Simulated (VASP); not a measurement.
Here is a VASP 6.6.1 calculation.

INCAR

```
PREC = Accurate
ENCUT = 520
EDIFF = 1E-7
ISMEAR = 0
SIGMA = 0.01
LREAL = F
LASPH = T
NELM = 80
ALGO = Normal
ISIF = 2
LWAVE = F
LCHARG = F
GGA = PS
NBANDS = 11
```

File KPOINTS:

```
regular mesh
0
Gamma
  8 8 8
```

The input POSCAR:

```
MgS
1.0
    0.0000000000      2.5909610182      2.6039158233
    2.5909610182      0.0000000000      2.6039158233
    2.5909610182      2.5909610182      0.0000000000
Mg S
1 1
Direct
    0.0000000000      0.0000000000      0.0000000000
    0.5000000000      0.5000000000      0.5000000000
```

Potentials or basis: VASP PAW PBE potentials, release 64 (Mg, S).

Command:

```console
$ cat potpaw_PBE.64/Mg/POTCAR potpaw_PBE.64/S/POTCAR > POTCAR
$ mpirun -np 1 vasp_std > vasp.out
```

Problem. What does it give for the pressure?

Solution. -0.6 GPa.

Problem. Estimate the band gap on the k mesh.

Solution. 2.70 eV, indirect (least direct gap 3.64 eV).

Stress tensor (GPa, compression positive):
```
-0.39  0.00  0.00
 0.00 -0.39  0.00
 0.00  0.00 -0.93
```

Caveat: the cell differs from its parent crystal (z stretched by +0.5 %, x and y held); the PAW data sets were made with another functional, which shifts forces and pressure a little. A k mesh can miss the band edges.
